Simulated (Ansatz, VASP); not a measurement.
One calculation of CdI2, two programs

```
Cd I
1.0
     4.29985    0.00000    0.00000
    -2.14992    3.72378    0.00000
     0.00000    0.00000    6.94926
Cd I
1 2
Direct
  0.00000 0.00000 0.00000
  0.33333 0.66667 0.24920
  0.66667 0.33333 0.75080
```

Change from the starting cell: volume scaled by 1.04.

Alike in both runs: task single point; functional PBEsol; k mesh 8 × 8 × 5; occupations fermi-dirac, width 0.03 eV; no spin polarisation.

|  | VASP | Ansatz |
| --- | --- | --- |
| version | VASP 6.6.1 | Ansatz 0.2.0 |
| potentials or method | VASP PAW PBE potentials, release 64 (Cd, I), cutoff 500 eV | all-electron LAPW, scalar-relativistic |

```csv
,VASP,Ansatz,Ansatz less VASP
gap on the k mesh at the Fermi level (eV),2.23,2.24,+0.009
pressure (GPa),-1.5,-1.6,-0.10
"traceless stress, the component that is largest in VASP (GPa)",0.14,0.15,+0.009
rms of the force components (eV/Å),0.128,0.138,+0.0099
```

VASP's potentials were made for PBE, not for PBEsol. Atom by atom the forces differ by 0.010 eV/Å (rms over components). Ansatz ran all-electron here, and VASP with PAW potentials.

Spin-orbit coupling is off throughout.
